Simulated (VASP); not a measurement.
A run of VASP 6.6.1 is set up as follows.

File POSCAR:

```
WC
1.0
    2.9257489053      0.0000000000      0.0000000000
   -1.4628744527      2.5337728771      0.0000000000
    0.0000000000      0.0000000000      2.8553859779
W C
1 1
Direct
    0.0000000000      0.0000000000      0.0000000000
    0.6666666667      0.3333333333      0.5000000000
```

Contents of INCAR.step1:

```
SYSTEM = WC
PREC     = Accurate       ! precision mode
ENCUT    = 520            ! plane-wave cutoff, eV
ISMEAR   = -1             ! smearing method
SIGMA    = 0.05           ! smearing width, eV
LREAL    = .False.        ! projectors in reciprocal space
LASPH    = .True.         ! aspherical terms in the spheres
NELM     = 80             ! most SCF steps
NBANDS   = 16             ! bands
GGA      = PE             ! functional
ALGO     = Normal         ! electronic algorithm
EDIFF    = 1E-4           ! SCF threshold, eV
LWAVE    = .True.         ! write WAVECAR
LCHARG   = .False.        ! write CHGCAR
```

File INCAR.step2:

```
SYSTEM = WC
PREC     = Accurate       ! precision mode
ENCUT    = 520            ! plane-wave cutoff, eV
EDIFF    = 1E-6           ! SCF threshold, eV
ISMEAR   = -1             ! smearing method
SIGMA    = 0.05           ! smearing width, eV
LREAL    = .False.        ! projectors in reciprocal space
LASPH    = .True.         ! aspherical terms in the spheres
NELM     = 80             ! most SCF steps
ALGO     = Normal         ! electronic algorithm
ISIF     = 2              ! what is computed and relaxed
LWAVE    = .False.        ! write WAVECAR
LCHARG   = .False.        ! write CHGCAR
METAGGA  = R2SCAN         ! meta-GGA
LMIXTAU  = .True.       
LUSE_VDW = .True.       
IVDW_NL  = 2            
BPARAM   = 11.95        
CPARAM   = 0.0093       
NBANDS   = 16             ! bands
ISTART   = 1
```

The input KPOINTS:

```
regular mesh
0
Gamma
  10 10 9
  0 0 0
```

Potentials or basis: VASP PAW PBE potentials, release 64 (W_sv, C).

Command:

```console
$ cat potpaw_PBE.64/W_sv/POTCAR potpaw_PBE.64/C/POTCAR > POTCAR
$ cp INCAR.step1 INCAR
$ mpirun -np 1 vasp_std > vasp.out
$ cp INCAR.step2 INCAR
$ mpirun -np 1 vasp_std > vasp.out
```

Q: Estimate the pressure.

A: -6.1 GPa.

Q: Estimate the band gap on the k mesh.

A: Zero (bands 9 and 10 overlap by 1.19 eV).

Stress tensor (GPa, compression positive):
```
-5.25  0.00  0.00
 0.00 -5.25  0.00
 0.00  0.00 -7.87
```

Caveat: the cell stands under tension; the PAW data sets were made with another functional, which shifts forces and pressure a little; spin-orbit coupling is left out, which moves the levels of the heavy elements.
